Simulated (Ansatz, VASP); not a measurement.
## O: VASP beside Ansatz

Contents of INCAR:

```
ALGO = Normal
EDIFF = 1E-6
ENCUT = 520
GGA = PS
ISIF = 2
ISMEAR = -1
LASPH = True
LCHARG = False
LREAL = False
LWAVE = False
NBANDS = 13
NELM = 60
PREC = Accurate
SIGMA = 0.05
```

KPOINTS

```
k-points
0
Gamma
  10 10 7
```

POSCAR

```
O
1.0
    2.9073269111     -1.6950206086      0.0000000000
    2.9073269111      1.6950206086      0.0000000000
   -2.4414541381      0.0000000000      3.7185791300
O
2
Direct
    0.9745461700      0.9745461700      0.8444259800
    0.0254538300      0.0254538300      0.1555740200
```

Contents of input.yaml:

```yaml
crystal:
  lattice:
    - [2.9073269111, -1.6950206086, 0.0]
    - [2.9073269111, 1.6950206086, 0.0]
    - [-2.4414541381, 0.0, 3.71857913]
  atoms:
    - { symbol: O, position: [0.97454617, 0.97454617, 0.84442598] }
    - { symbol: O, position: [0.02545383, 0.02545383, 0.15557402] }
hamiltonian:
  xc: pbesol
  pseudopotentials: { kind: paw }
kpoints:
  mp_grid: { grid: [10, 10, 7] }
scf:
  occupations: { method: fermi_dirac, width: 0.05 }
output:
  forces: true
  stress: true
  eigenvalues: true
```

Alike in both runs: task single point; functional PBEsol; k mesh 10 × 10 × 7; occupations fermi-dirac, width 0.05 eV; no spin polarisation.

|  | VASP | Ansatz |
| --- | --- | --- |
| version | VASP 6.6.1 | Ansatz 0.2.0 |
| potentials or method | VASP PAW PBE potentials, release 64 (O) | Ansatz PAW |
| plane-wave cutoff (eV) | 520 | 420 |
| valence electrons in the cell | 12 | 12 |

|  | VASP | Ansatz | Ansatz less VASP |
| --- | --- | --- | --- |
| gap on the k mesh at the Fermi level (eV) | none | none | - |
| pressure (GPa) | -4.5 | -6.0 | -1.55 |
| traceless stress, the component that is largest in VASP (GPa) | -4.01 | -6.88 | -2.868 |
| rms of the force components (eV/Å) | 0.741 | 1.314 | +0.5735 |

VASP's potentials were made for PBE, not for PBEsol. Atom by atom the forces differ by 0.575 eV/Å (rms over components). A gap of «none» marks a metal or a gap that the smearing closes. With one functional, cell and mesh, what is left measures potentials, basis and numerics.

Noted on VASP's run: the standard files for N, O and F lose accuracy on very short bonds; spin is off for a triplet molecule. Noted on Ansatz's run: spin is off for a triplet molecule.
